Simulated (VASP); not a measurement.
# C (P6_3/mmc) in VASP: notebook

C is run at these levels: PBEsol; tasks: single point.

Everything below comes from runs of VASP 6.6.1. Logs are shortened: lines on timing, memory, paths and dates and some standing lists are left out, and cuts for length are marked.

## (1) The cell of the first run

Symmetry: P6_3/mmc, No. 194, hexagonal system. Conventional cell: a = 2.348 Å, b = 2.348 Å, c = 7.490 Å, α = 90.00°, β = 90.00°, γ = 120.00°. Within 1.8 Å of C (site symmetry -6m2) lie 3 C at 1.36 Å. Within 1.8 Å of C (site symmetry -6m2) lie 3 C at 1.36 Å.

## (2) Single point, PBEsol (biaxial strain in the a-b plane: -4.5 %)

INCAR

```
SYSTEM = C
PREC     = Accurate       ! precision mode
ENCUT    = 520            ! plane-wave cutoff, eV
EDIFF    = 1E-6           ! SCF threshold, eV
ISMEAR   = 0              ! smearing method
SIGMA    = 0.1            ! smearing width, eV
LREAL    = .False.        ! projectors in reciprocal space
LASPH    = .True.         ! aspherical terms in the spheres
NELM     = 60             ! most SCF steps
ALGO     = Normal         ! electronic algorithm
ISIF     = 2              ! what is computed and relaxed
LWAVE    = .False.        ! write WAVECAR
LCHARG   = .False.        ! write CHGCAR
GGA      = PS             ! functional
NBANDS   = 16             ! bands
```

KPOINTS

```
Automatic mesh
0
Gamma
  24 24 8
  0 0 0
```

POSCAR

```
C
1.0
    2.3482486503      0.0000000000      0.0000000000
   -1.1741243252      2.0336429856      0.0000000000
    0.0000000000      0.0000000000      7.4903313379
C
4
Direct
    0.0000000000      0.0000000000      0.2500000000
    0.0000000000      0.0000000000      0.7500000000
    0.3333333333      0.6666666667      0.2500000000
    0.6666666667      0.3333333333      0.7500000000
```

Potentials or basis: VASP PAW PBE potentials, release 64 (C).

On the command line:

```console
> cat potpaw_PBE.64/C/POTCAR > POTCAR
> mpirun -np 1 vasp_std > vasp.out
```

OUTCAR:

```text
SYSTEM = C
   PREC = Accurate
   ENCUT = 520
   EDIFF = 1E-6
   ISMEAR = 0
   LREAL = .False.
   LASPH = .True.
   NELM = 60
   ISIF = 2
   GGA = PS

 ion  position               nearest neighbor table
   1  0.000  0.000  0.250-   3 1.36   3 1.36   3 1.36
   2  0.000  0.000  0.750-   4 1.36   4 1.36   4 1.36
   3  0.333  0.667  0.250-   1 1.36   1 1.36   1 1.36
   4  0.667  0.333  0.750-   2 1.36   2 1.36   2 1.36

  LATTYP: Found a hexagonal cell.
 ALAT       =     2.3482486503
 C/A-ratio  =     3.1897522168

  Lattice vectors:

 A1 = (   2.3482486503,   0.0000000000,   0.0000000000)
 A2 = (  -1.1741243252,   2.0336429856,   0.0000000000)
 A3 = (   0.0000000000,   0.0000000000,   7.4903313379)

Analysis of symmetry for initial positions (statically):
=====================================================================
 Subroutine PRICEL returns:
 Original cell was already a primitive cell.

 Routine SETGRP: Setting up the symmetry group for a
 hexagonal supercell.

 Subroutine GETGRP returns: Found 24 space group operations
 (whereof 12 operations were pure point group operations)
 out of a pool of 24 trial point group operations.

The static configuration has the point symmetry D_3d.
 The point group associated with its full space group is D_6h.

Analysis of symmetry for dynamics (positions and initial velocities):
=====================================================================
 Subroutine PRICEL returns:
 Original cell was already a primitive cell.

 Routine SETGRP: Setting up the symmetry group for a
 hexagonal supercell.

 Subroutine GETGRP returns: Found 24 space group operations
 (whereof 12 operations were pure point group operations)
 out of a pool of 24 trial point group operations.

The dynamic configuration has the point symmetry D_3d.
 The point group associated with its full space group is D_6h.

 Subroutine INISYM returns: Found 24 space group operations
 (whereof 12 operations are pure point group operations),
 and found     1 'primitive' translations

----------------------------------------------------------------------------------------

                                     Primitive cell

  volume of cell :      35.7701

  direct lattice vectors                    reciprocal lattice vectors
     2.348248650  0.000000000  0.000000000     0.425849281  0.245864197  0.000000000
    -1.174124325  2.033642986  0.000000000     0.000000000  0.491728394  0.000000000
     0.000000000  0.000000000  7.490331338     0.000000000  0.000000000  0.133505443

  length of vectors
     2.348248650  2.348248650  7.490331338     0.491728394  0.491728394  0.133505443

  position of ions in fractional coordinates (direct lattice)
     0.000000000  0.000000000  0.250000000
     0.000000000  0.000000000  0.750000000
     0.333333333  0.666666667  0.250000000
     0.666666667  0.333333333  0.750000000

  ion indices of the primitive-cell ions
   primitive index   ion index
                 1           1
                 2           2
                 3           3
                 4           4

----------------------------------------------------------------------------------------

 KPOINTS: Automatic mesh

Automatic generation of k-mesh.
 Grid dimensions read from file:
 generate k-points for:   24   24    8

 Generating k-lattice:

  Cartesian coordinates                     Fractional coordinates (reciprocal lattice)
     0.017743720  0.010244342  0.000000000     0.041666667  0.000000000  0.000000000
     0.000000000  0.020488683  0.000000000     0.000000000  0.041666667  0.000000000
     0.000000000  0.000000000  0.016688180     0.000000000  0.000000000  0.125000000

  Length of vectors
     0.020488683  0.020488683  0.016688180

  Shift w.r.t. Gamma in fractional coordinates (k-lattice)
     0.000000000  0.000000000  0.000000000

 Subroutine IBZKPT returns following result:
 ===========================================

 Found    305 irreducible k-points:

 Following reciprocal coordinates:
            Coordinates               Weight
  0.000000  0.000000  0.000000      1.000000
  0.041667  0.000000  0.000000      6.000000
  0.083333  0.000000  0.000000      6.000000
  0.125000  0.000000  0.000000      6.000000
  0.166667  0.000000  0.000000      6.000000
  0.208333  0.000000  0.000000      6.000000
[... 16 lines left out ...]
  0.416667  0.041667  0.000000     12.000000
  0.458333  0.041667  0.000000     12.000000
 [... further k-points ...]
   k-points           NKPTS =    305   k-points in BZ     NKDIM =    305   number of bands    NBANDS=     16
   number of dos      NEDOS =    301   number of ions     NIONS =      4
   total plane-waves  NPLWV =  18144
   dimension x,y,z NGX =    18 NGY =   18 NGZ =   56
   dimension x,y,z NGXF=    36 NGYF=   36 NGZF=  112
   ions per type =               4
   NGX,Y,Z   is equivalent  to a cutoff of  12.74, 12.74, 12.43 a.u.
   NGXF,Y,Z  is equivalent  to a cutoff of  25.49, 25.49, 24.86 a.u.
 SYSTEM =  C
   PREC   = accura    normal or accurate (medium, high low for compatibility)
   ISTART =      0    job   : 0-new  1-cont  2-samecut
   ICHARG =      2    charge: 1-file 2-atom 10-const
   ISPIN  =      1    spin polarized calculation?
   LNONCOLLINEAR =      F non collinear calculations
   LSORBIT =      F    spin-orbit coupling
   LASPH  =      T    aspherical Exc in radial PAW
   ENCUT  =  520.0 eV  38.22 Ry    6.18 a.u.   4.37  4.37 13.93*2*pi/ulx,y,z
   NELM   =     60;   NELMIN=  2; NELMDL= -5     # of ELM steps
   EDIFF  = 0.1E-05   stopping-criterion for ELM
   LREAL  =      F    real-space projection
   EDIFFG = 0.1E-04   stopping-criterion for IOM
   NSW    =      0    number of steps for IOM
   IBRION =     -1    ionic relax: 0-MD 1-quasi-New 2-CG
   NFREE  =      0    steps in history (QN), initial steepest desc. (CG)
   ISIF   =      2    stress and relaxation
   ISYM   =      2    0-nonsym 1-usesym 2-fastsym
   POTIM  = 0.5000    time-step for ionic-motion
   TEBEG  =    0.0;   TEEND  =   0.0 temperature during run
   PSTRESS=    0.0 pullay stress
   NELECT =      16.0000    total number of electrons
   NUPDOWN=      -1.0000    fix difference up-down
   EMIN   =  10.00;   EMAX   =-10.00  energy-range for DOS
   EFERMI =   0.00;   METHOD = LEGACY
   ISMEAR =     0;   SIGMA  =   0.10  broadening in eV -4-tet -1-fermi 0-gaus
   EFERMI_NEDOS =   21; number of points for ismear=-14 and -15
   IALGO  =     38    algorithm
   IMIX   =      4    mixing-type and parameters
     AMIX     =   0.40;   BMIX     =  1.00
     AMIX_MAG =   1.60;   BMIX_MAG =  1.00
  volume/ion in A,a.u.               =       8.94        60.35
  Fermi-wavevector in a.u.,A,eV,Ry     =   1.252011  2.365958 21.327569  1.567532
  Thomas-Fermi vector in A             =   2.385932
   LORBIT       =      0    0 simple, 1 ext, 2 COOP (PROOUT), +10 PAW based schemes
   GGA     = PS    functional components
   LHFCALC =     F    Hartree Fock is set to
   AEXX    =    0.0000 exact exchange contribution
   IVDW    =     0    specifies the selected vdW correction
   LEPSILON=     F    determine dielectric tensor
   LRPA    =     F    only Hartree local field effects (RPA)
 non-spin polarized calculation
 Gauss-broadening in eV      SIGMA  =   0.10
  energy-cutoff  :      520.00
  volume of cell :       35.77
 maximum number of plane-waves:       994
 NGX is ok and might be reduce to    18
   NGX =  9   NGY =  9   NGZ = 27

 number of electron      16.0000005 magnetization

 Free energy of the ion-electron system (eV)
  ---------------------------------------------------
  ext. energy  EPLUGINS =         0.00000000
  ---------------------------------------------------
  free energy    TOTEN  =       -37.92658424 eV

  energy without entropy =      -37.92612010  energy(sigma->0) =      -37.92635217

 E-fermi :   4.5434     XC(G=0): -10.0245

 val. band max:        4.5422812965   @ k =   0.3333   0.3333   0.5000
 cond. band min:       4.5435218305   @ k =   0.3333   0.3333   0.2500
 fundamental gap:      0.0012405340
 Fermi energy:         4.5434302347

 k-point     1 :       0.0000    0.0000    0.0000
  band No.  band energies     occupation
      1     -16.1880      2.00000
      2     -16.0735      2.00000
      3      -4.6354      2.00000
      4      -3.6079      2.00000
      5       1.6400      2.00000
      6       1.6400      2.00000
[... 8 lines left out ...]
     15      17.8554      0.00000
     16      17.9310      0.00000

 k-point     2 :       0.0417    0.0000    0.0000
  band No.  band energies     occupation
      1     -16.1432      2.00000
      2     -16.0290      2.00000
      3      -4.5793      2.00000
      4      -3.5536      2.00000
      5       1.4597      2.00000
      6       1.4649      2.00000
[... 8 lines left out ...]
     15      17.6743      0.00000
     16      17.7545      0.00000

 k-point     3 :       0.0833    0.0000    0.0000
  band No.  band energies     occupation
      1     -16.0089      2.00000
      2     -15.8957      2.00000
      3      -4.4113      2.00000
      4      -3.3910      2.00000
      5       0.9451      2.00000
      6       0.9534      2.00000
[... 8 lines left out ...]
     15      17.1501      0.00000
     16      17.2467      0.00000

 k-point     4 :       0.1250    0.0000    0.0000
  band No.  band energies     occupation
      1     -15.7853      2.00000
      2     -15.6740      2.00000
      3      -4.1322      2.00000
      4      -3.1211      2.00000
      5       0.1611      2.00000
      6       0.1735      2.00000
[... 8 lines left out ...]
     15      16.3289      0.00000
     16      16.4608      0.00000
[... 324 lines left out ...]
 k-point    22 :       0.3750    0.0417    0.0000
  band No.  band energies     occupation
      1     -12.1936      2.00000
      2     -12.1097      2.00000
      3      -7.2150      2.00000
      4      -7.1633      2.00000
      5      -2.1127      2.00000
      6      -2.0982      2.00000
[... 8 lines left out ...]
     15      19.0020      0.00000
     16      20.7771      0.00000

 k-point    23 :       0.4167    0.0417    0.0000
  band No.  band energies     occupation
      1     -11.3459      2.00000
      2     -11.2681      2.00000
      3      -8.3211      2.00000
      4      -8.2632      2.00000
      5      -2.2957      2.00000
      6      -2.2809      2.00000
[... 8 lines left out ...]
     15      17.6390      0.00000
     16      20.0122      0.00000

 k-point    24 :       0.4583    0.0417    0.0000
  band No.  band energies     occupation
      1     -10.4513      2.00000
      2     -10.3833      2.00000
      3      -9.3424      2.00000
      4      -9.2830      2.00000
      5      -2.3880      2.00000
      6      -2.3731      2.00000
[... 8 lines left out ...]
     15      18.1810      0.00000
     16      19.2945      0.00000

 [... further k-points ...]

------------------------ aborting loop because EDIFF is reached ----------------------------------------

  FORCE on cell =-STRESS in cart. coord.  units (eV):
  Direction    XX          YY          ZZ          XY          YZ          ZX
  --------------------------------------------------------------------------------------
  -------------------------------------------------------------------------------------
  Total       14.3833926     14.3833926     -0.0701000     -0.0000000      0.0000000      0.0000000
  in kB      644.2465393    644.2465393     -3.1398507     -0.0000000      0.0000000      0.0000000
  external PRESSURE =     428.4510760 kB  Pullay stress =       0.0000000 kB

 VOLUME and BASIS-vectors are now :
 -----------------------------------------------------------------------------
  energy-cutoff  :      520.00
  volume of cell :       35.77
      direct lattice vectors                 reciprocal lattice vectors
     2.348248650  0.000000000  0.000000000     0.425849281  0.245864197  0.000000000
    -1.174124325  2.033642986  0.000000000     0.000000000  0.491728394  0.000000000
     0.000000000  0.000000000  7.490331338     0.000000000  0.000000000  0.133505443

 POSITION                                       TOTAL-FORCE (eV/Angst)
 -----------------------------------------------------------------------------------
      0.00000      0.00000      1.87258         0.000000     -0.000000      0.000000
      0.00000      0.00000      5.61775        -0.000000      0.000000     -0.000000
     -0.00000      1.35576      1.87258         0.000000     -0.000000     -0.000000
      1.17412      0.67788      5.61775         0.000000      0.000000      0.000000
 -----------------------------------------------------------------------------------
    total drift:                                0.000000     -0.000000      0.000000

  FREE ENERGIE OF THE ION-ELECTRON SYSTEM (eV)
  ---------------------------------------------------
  free  energy   TOTEN  =       -37.9265842387 eV

  energy  without entropy=      -37.9261200991  energy(sigma->0) =      -37.92635217
```

It took 1.9 min on 1 thread of Intel Xeon Platinum 8375C at 2.90GHz (Ice Lake), shared host; peak memory 0.23 GiB.

Results:

```
Free energy            : -37.9266 eV
Pressure               : 42.8 GPa
Band gap on the k mesh : zero (band 8 reaches 4.55 eV, above the bottom of band 9 at 4.54 eV)
```

Levels at points of the mesh, in eV from the Fermi level:
```tsv
k point	band 5	band 6	band 7	band 8	band 9	band 10	band 11	band 12
(0.00, 0.00, 0.00)	-2.90	-2.90	-2.90	-2.90	2.85	7.58	9.30	9.30
(0.50, 0.00, 0.00)	-6.80	-6.78	-2.84	-2.51	1.52	1.97	8.78	8.94
(0.00, 0.00, 0.50)	-2.90	-2.90	-2.90	-2.90	4.72	4.72	9.31	9.31
(0.50, 0.00, 0.50)	-6.79	-6.79	-2.66	-2.66	1.68	1.68	8.86	8.86
```

Caveat: the cell differs from its parent crystal (biaxial strain in the a-b plane: -4.5 %); the PAW data sets were made with another functional, which shifts forces and pressure a little; this functional lacks dispersion, which binds the layers, so the pressure and a relaxed spacing across them are unreliable.

[end of part 1 of 2]
